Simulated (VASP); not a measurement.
# TaN (P-6m2) in VASP: relaxation of shape and atoms at fixed volume with r2SCAN

Aim: the relaxation of shape and atoms at fixed volume of TaN with r2SCAN.

Everything below comes from runs of VASP 6.6.1. Logs are shortened: lines on timing, memory, paths and dates and some standing lists are left out, and cuts for length are marked.

### 1 The cell of the first run

Symmetry: P-6m2, No. 187, hexagonal system. The conventional cell has a = 2.906 Å, b = 2.906 Å, c = 2.855 Å, α = 90.00°, β = 90.00°, γ = 120.00°. Ta (site symmetry -6m2) has 6 N at 2.20 Å and 8 Ta at 2.86 to 2.91 Å within 3.0 Å. N (site symmetry -6m2) has 6 Ta at 2.20 Å and 8 N at 2.86 to 2.91 Å within 3.0 Å.

### 2 Relaxation of shape and atoms at fixed volume, r2SCAN (10.45 Å³/atom)

POSCAR

```
TaN
1.0
    2.9064942713      0.0000000000      0.0000000000
   -1.4532471356      2.5170978749      0.0000000000
    0.0000000000      0.0000000000      2.8554791744
Ta N
1 1
Direct
    0.3333333333      0.6666666667      0.5000000000
    0.0000000000      0.0000000000      0.0000000000
```

INCAR.step1

```
PREC = Accurate
ENCUT = 600
ISMEAR = 0
SIGMA = 0.1
LREAL = F
LASPH = T
NELM = 60
GGA = PE
ALGO = Normal
EDIFF = 1E-4
LWAVE = T
LCHARG = F
```

INCAR.step2

```
PREC = Accurate
ENCUT = 600
EDIFF = 1E-6
ISMEAR = 0
SIGMA = 0.1
LREAL = F
LASPH = T
NELM = 60
ALGO = Normal
ISIF = 4
LWAVE = F
LCHARG = F
METAGGA = R2SCAN
LMIXTAU = T
IBRION = 2
NSW = 50
EDIFFG = -0.01
ISTART = 1
```

KPOINTS

```
regular mesh
0
Gamma
  18 18 14
```

Potentials or basis: VASP PAW PBE potentials, release 64 (Ta_pv, N).

Run with:

```
cat potpaw_PBE.64/Ta_pv/POTCAR potpaw_PBE.64/N/POTCAR > POTCAR
cp INCAR.step1 INCAR
mpirun -np 1 vasp_std > vasp.out
cp INCAR.step2 INCAR
mpirun -np 1 vasp_std > vasp.out
```

OUTCAR:

```text
PREC = Accurate
   ENCUT = 600
   EDIFF = 1E-6
   ISMEAR = 0
   LREAL = F
   LASPH = T
   NELM = 60
   ISIF = 4
   METAGGA = R2SCAN
   IBRION = 2
   NSW = 50
   EDIFFG = -0.01
   ISTART = 1

 ion  position               nearest neighbor table
   1  0.333  0.667  0.500-   2 2.20   2 2.20   2 2.20   2 2.20   2 2.20   2 2.20
   2  0.000  0.000  0.000-   1 2.20   1 2.20   1 2.20   1 2.20   1 2.20   1 2.20

  LATTYP: Found a hexagonal cell.
 ALAT       =     2.9064942713
 C/A-ratio  =     0.9824478935

  Lattice vectors:

 A1 = (   2.9064942713,   0.0000000000,   0.0000000000)
 A2 = (  -1.4532471356,   2.5170978749,   0.0000000000)
 A3 = (   0.0000000000,   0.0000000000,   2.8554791744)

Analysis of symmetry for initial positions (statically):
=====================================================================
 Subroutine PRICEL returns:
 Original cell was already a primitive cell.

 Routine SETGRP: Setting up the symmetry group for a
 hexagonal supercell.

 Subroutine GETGRP returns: Found 12 space group operations
 (whereof 12 operations were pure point group operations)
 out of a pool of 24 trial point group operations.

The static configuration has the point symmetry D_3h.

Analysis of symmetry for dynamics (positions and initial velocities):
=====================================================================
 Subroutine PRICEL returns:
 Original cell was already a primitive cell.

 Routine SETGRP: Setting up the symmetry group for a
 hexagonal supercell.

 Subroutine GETGRP returns: Found 12 space group operations
 (whereof 12 operations were pure point group operations)
 out of a pool of 24 trial point group operations.

The dynamic configuration has the point symmetry D_3h.

 Subroutine INISYM returns: Found 12 space group operations
 (whereof 12 operations are pure point group operations),
 and found     1 'primitive' translations

----------------------------------------------------------------------------------------

                                     Primitive cell

  volume of cell :      20.8905

  direct lattice vectors                    reciprocal lattice vectors
     2.906494271  0.000000000  0.000000000     0.344057103  0.198641461  0.000000000
    -1.453247136  2.517097875  0.000000000     0.000000000  0.397282923  0.000000000
     0.000000000  0.000000000  2.855479174     0.000000000  0.000000000  0.350203920

  length of vectors
     2.906494271  2.906494271  2.855479174     0.397282923  0.397282923  0.350203920

[... 102 lines left out ...]
  Fermi-wavevector in a.u.,A,eV,Ry     =   1.497840  2.830506 30.524989  2.243523
  Thomas-Fermi vector in A             =   2.609676
   LORBIT       =      0    0 simple, 1 ext, 2 COOP (PROOUT), +10 PAW based schemes
   METAGGA = R2SCAN    functional components
   LHFCALC =     F    Hartree Fock is set to
   AEXX    =    0.0000 exact exchange contribution
   IVDW    =     0    specifies the selected vdW correction
   LEPSILON=     F    determine dielectric tensor
   LRPA    =     F    only Hartree local field effects (RPA)
 conjugate gradient relaxation of ions
 non-spin polarized calculation
 Gauss-broadening in eV      SIGMA  =   0.10
  energy-cutoff  :      600.00
  volume of cell :       20.89
 maximum number of plane-waves:       716
 NGX is ok and might be reduce to    24
   NGX = 11   NGY = 11   NGZ = 11

--------------------------------------- Ionic step        1  -------------------------------------------

 number of electron      15.9999999 magnetization

 Free energy of the ion-electron system (eV)
  ---------------------------------------------------
  ext. energy  EPLUGINS =         0.00000000
  ---------------------------------------------------
  free energy    TOTEN  =       -60.36562110 eV

  energy without entropy =      -60.36538009  energy(sigma->0) =      -60.36550060

------------------------ aborting loop because EDIFF is reached ----------------------------------------

  FORCE on cell =-STRESS in cart. coord.  units (eV):
  Direction    XX          YY          ZZ          XY          YZ          ZX
  --------------------------------------------------------------------------------------
  -------------------------------------------------------------------------------------
  Total        1.7048415      1.7048415      1.9044744      0.0000000     -0.0000000      0.0000000
  in kB      130.7513042    130.7513042    146.0619687      0.0000000     -0.0000000      0.0000000
  external PRESSURE =     135.8548591 kB  Pullay stress =       0.0000000 kB
[... 59 lines left out ...]
--------------------------------------- Ionic step        3  -------------------------------------------

 number of electron      15.9999999 magnetization

 Free energy of the ion-electron system (eV)
  ---------------------------------------------------
  ext. energy  EPLUGINS =         0.00000000
  ---------------------------------------------------
  free energy    TOTEN  =       -60.36573663 eV

  energy without entropy =      -60.36549611  energy(sigma->0) =      -60.36561637

 E-fermi :   8.5396     XC(G=0): -14.5440

 val. band max:        8.5052205716   @ k =   0.0000   0.0000   0.4286
 cond. band min:       8.5680690525   @ k =   0.0556   0.0000   0.5000
 fundamental gap:      0.0628484809
 Fermi energy:         8.5395689508

 k-point     1 :       0.0000    0.0000    0.0000
  band No.  band energies     occupation
      1     -27.5084      2.00000
      2     -27.2183      2.00000
      3     -27.2183      2.00000
      4     -10.5020      2.00000
      5       3.5992      2.00000
      6       3.5992      2.00000
      7       3.9958      2.00000
      8       5.3409      2.00000
      9      11.3084      0.00000
     10      12.4340      0.00000
     11      12.4340      0.00000
     12      12.9527      0.00000
[... 331 lines left out ...]
 k-point    24 :       0.3889    0.1111    0.0000
  band No.  band energies     occupation
      1     -28.3473      2.00000
      2     -27.5708      2.00000
      3     -27.3399      2.00000
      4      -8.0790      2.00000
      5      -0.0306      2.00000
      6       2.9607      2.00000
      7       3.9773      2.00000
      8       6.0475      2.00000
      9      11.1285      0.00000
     10      11.8701      0.00000
     11      13.5252      0.00000
     12      15.1675      0.00000

 [... further k-points ...]

------------------------ aborting loop because EDIFF is reached ----------------------------------------

  FORCE on cell =-STRESS in cart. coord.  units (eV):
  Direction    XX          YY          ZZ          XY          YZ          ZX
  --------------------------------------------------------------------------------------
  -------------------------------------------------------------------------------------
  Total        1.7596134      1.7596134      1.7705018      0.0000000     -0.0000000      0.0000000
  in kB      134.9519803    134.9519803    135.7870610      0.0000000     -0.0000000      0.0000000
  external PRESSURE =     135.2303405 kB  Pullay stress =       0.0000000 kB
[... 17 lines left out ...]
  FREE ENERGIE OF THE ION-ELECTRON SYSTEM (eV)
  ---------------------------------------------------
  free  energy   TOTEN  =       -60.3657366317 eV

  energy  without entropy=      -60.3654961139  energy(sigma->0) =      -60.36561637

 reached required accuracy - stopping structural energy minimisation
```

OSZICAR.step1:

```text
N       E                     dE             d eps       ncg     rms          rms(c)
DAV:   1     0.989715095216E+02    0.98972E+02   -0.10124E+04  7112   0.159E+03
DAV:   2    -0.207773788955E+02   -0.11975E+03   -0.11301E+03  8060   0.374E+02
DAV:   3    -0.248597545332E+02   -0.40824E+01   -0.40203E+01  8748   0.649E+01
DAV:   4    -0.249075985778E+02   -0.47844E-01   -0.47715E-01  8000   0.675E+00
DAV:   5    -0.249081565607E+02   -0.55798E-03   -0.55747E-03  8508   0.628E-01    0.250E+01
DAV:   6    -0.224914049109E+02    0.24168E+01   -0.84172E+00  8612   0.305E+01    0.108E+01
DAV:   7    -0.224211832164E+02    0.70222E-01   -0.46280E-01  7940   0.668E+00    0.728E+00
DAV:   8    -0.224014682168E+02    0.19715E-01   -0.13577E-01  8108   0.374E+00    0.132E+00
DAV:   9    -0.223957188722E+02    0.57493E-02   -0.17789E-02  8096   0.118E+00    0.213E-01
DAV:  10    -0.223957262016E+02   -0.73294E-05   -0.92864E-04  8236   0.388E-01
   1 F= -.22395726E+02 E0= -.22395605E+02  d E =-.243067E-03
```

Wall time 9.1 min (1 thread of Oxide Virtual Turin-like, shared host); peak memory 0.2 GiB.

Results:

```
Free energy               : -60.3657 eV
Energy gained by relaxing : 0.1 meV/atom
Ionic steps               : 3
Pressure after relaxing   : 13.5 GPa
Band gap on the k mesh    : zero (bands 8 and 9 overlap by 0.26 eV)
```

Step by step:
| step | energy change (eV) | largest force (eV/Å) | pressure (GPa) | volume (Å³) |
| --- | --- | --- | --- | --- |
| 1 | 0.0000 | 0.0000 | 13.59 | 20.89 |
| 2 | 0.0001 | 0.0000 | 13.45 | 20.89 |
| 3 | -0.0001 | 0.0000 | 13.52 | 20.89 |

Final structure:
```
Ta N
1.0
     2.90453    0.00000    0.00000
    -1.45226    2.51540    0.00000
     0.00000    0.00000    2.85934
Ta N
1 1
Direct
  0.33333 0.66667 0.50000
  0.00000 0.00000 0.00000
```

Caveat: the PAW data sets were made with another functional, which shifts forces and pressure a little; spin-orbit coupling is left out, which moves the levels of the heavy elements.

The gap in the log of VASP goes by the Fermi energy; the results here count the filled bands.